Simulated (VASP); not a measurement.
**Hf8Si8HO31 (a cell with a defect): single point with PBE**

The system is Hf8Si8HO31 (a cell with a defect).

```
Hf Si H O
1.0
     6.57250    0.00000    0.00000
     0.00000    6.57250    0.00000
     0.00000    0.00000   11.92640
Hf Si H O
8 8 1 31
Direct
  0.99991 0.47913 0.12003
  0.50021 0.00336 0.37690
  0.99995 0.50432 0.62351
  0.49975 0.99617 0.87495
  0.99963 0.99311 0.99457
  0.00009 0.00863 0.50078
  0.49994 0.50016 0.24972
  0.49998 0.49891 0.74956
  0.49978 0.99811 0.12499
  0.99995 0.50824 0.37282
  0.49998 0.00021 0.62616
  0.99995 0.49822 0.87395
  0.00044 0.98828 0.25655
  0.49989 0.49732 0.99931
  0.99984 0.00098 0.74853
  0.49996 0.50289 0.49984
  0.00019 0.80102 0.17445
  0.50036 0.31899 0.40893
  0.99988 0.81694 0.65824
  0.49982 0.31011 0.91057
  0.68626 0.99057 0.03499
  0.18393 0.50282 0.28129
  0.68564 0.00242 0.53674
  0.18567 0.50143 0.78441
  0.99987 0.15889 0.15581
  0.00002 0.18911 0.66019
  0.49972 0.68831 0.40999
  0.50016 0.68156 0.90859
  0.31324 0.99032 0.03502
  0.31447 0.00244 0.53669
  0.81598 0.50342 0.28125
  0.81430 0.50112 0.78439
  0.50015 0.18667 0.21306
  0.00024 0.69338 0.46343
  0.49995 0.18493 0.71658
  0.99998 0.67846 0.96805
  0.18817 0.01928 0.34472
  0.68566 0.49884 0.08912
  0.18592 0.99583 0.83830
  0.68502 0.50158 0.59027
  0.99966 0.32478 0.46552
  0.49968 0.81536 0.21678
  0.99996 0.30966 0.96264
  0.49981 0.81368 0.71550
  0.31411 0.49896 0.08910
  0.81217 0.01805 0.34455
  0.31480 0.50123 0.59021
  0.81364 0.99582 0.83825
```

```yaml
Program: VASP 6.6.1
Task: single point
Functional: PBE
Potentials_or_basis: VASP PAW PBE potentials, release 64 (Hf_pv, Si, H, O)
Cutoff: 520 eV
k_mesh: 2 × 2 × 1
Occupations: gaussian, width 0.05 eV
Spin: collinear spin, zero start
```

```
Pressure                                              : 6.2 GPa
Largest force                                         : 0.359 eV/Å
Net moment                                            : 0.00 μB per cell
Valence electrons inside the program's atomic spheres : Hf 8.26, 8.29, 8.27, 8.31, 8.28 (each value once); Si 1.69, 1.68, 1.70 (each value once); H 0.59; O 5.18, 5.19, 5.17, 5.16 (each value once)
```

Forces in eV/Å, atoms in the order of the input:
```
Hf  -0.008 -0.310 -0.068
Hf  -0.005 -0.010  0.037
Hf   0.001 -0.024  0.025
Hf   0.001 -0.004 -0.010
Hf   0.013  0.158 -0.072
Hf  -0.002  0.037  0.053
Hf   0.001  0.001 -0.027
Hf  -0.003  0.005 -0.005
Si  -0.003 -0.001  0.022
Si  -0.003 -0.118  0.011
Si   0.004  0.006  0.008
Si   0.008 -0.044  0.083
Si  -0.011  0.355  0.050
Si   0.002 -0.004  0.030
Si   0.000  0.009 -0.012
Si  -0.001 -0.005 -0.011
H    0.003 -0.150 -0.152
O   -0.003 -0.154 -0.159
O    0.001 -0.134 -0.151
O    0.001 -0.164 -0.136
O    0.161 -0.021 -0.145
O    0.144  0.036 -0.066
O    0.143 -0.008 -0.138
O    0.155  0.010 -0.159
O    0.004  0.010  0.031
O   -0.001  0.128 -0.161
O    0.003  0.153 -0.128
O   -0.005  0.157 -0.152
O   -0.159 -0.013 -0.144
O   -0.147 -0.005 -0.133
O   -0.136  0.031 -0.062
O   -0.162  0.016 -0.158
O   -0.004  0.146  0.145
O   -0.003  0.166  0.075
O   -0.002  0.132  0.134
O   -0.005  0.357  0.027
O    0.068 -0.142  0.150
O    0.104 -0.008  0.122
O    0.108  0.013  0.170
O    0.141  0.008  0.137
O   -0.001 -0.148  0.136
O    0.002 -0.122  0.132
O   -0.002 -0.090 -0.059
O    0.001 -0.134  0.142
O   -0.101 -0.011  0.122
O   -0.067 -0.130  0.153
O   -0.137  0.006  0.141
O   -0.102  0.014  0.170
```

Stress tensor (GPa, compression positive):
```
5.29 0.00 0.02
0.00 5.02 0.75
0.02 0.75 8.27
```

Levels at points of the mesh, in eV from the Fermi level:
Spin up:
```csv
k point,band 145,band 146,band 147,band 148,band 149,band 150,band 151,band 152,band 153,band 154
"(0.00, 0.00, 0.00)",-5.18,-5.16,-5.13,-5.09,-4.90,0.15,0.67,0.99,1.09,1.18
"(0.50, 0.00, 0.00)",-5.34,-5.26,-5.18,-5.12,-5.05,0.15,0.33,0.79,0.89,0.91
"(0.00, 0.50, 0.00)",-5.41,-5.18,-5.13,-5.06,-5.04,-0.16,0.69,0.81,0.84,0.90
"(0.50, 0.50, 0.00)",-5.45,-5.44,-5.37,-5.35,-5.30,-0.15,0.47,0.50,0.55,0.60
```
Spin down:
```tsv
k point	band 147	band 148	band 149	band 150	band 151	band 152
(0.00, 0.00, 0.00)	-5.13	-5.09	-4.90	0.15	0.67	0.99
(0.50, 0.00, 0.00)	-5.18	-5.12	-5.05	0.15	0.33	0.79
(0.00, 0.50, 0.00)	-5.13	-5.06	-5.04	-0.16	0.69	0.81
(0.50, 0.50, 0.00)	-5.37	-5.35	-5.30	-0.15	0.47	0.50
```

Wall time 21 min on 1 thread of Intel(R) Xeon(R) Platinum 8488C (Sapphire Rapids) (shared host), peak memory 0.98 GiB.

Caveat: the k points lie up to 0.53 Å⁻¹ apart; no moment was typed at the start, so none could form; spin-orbit coupling is left out, which moves the levels of the heavy elements.
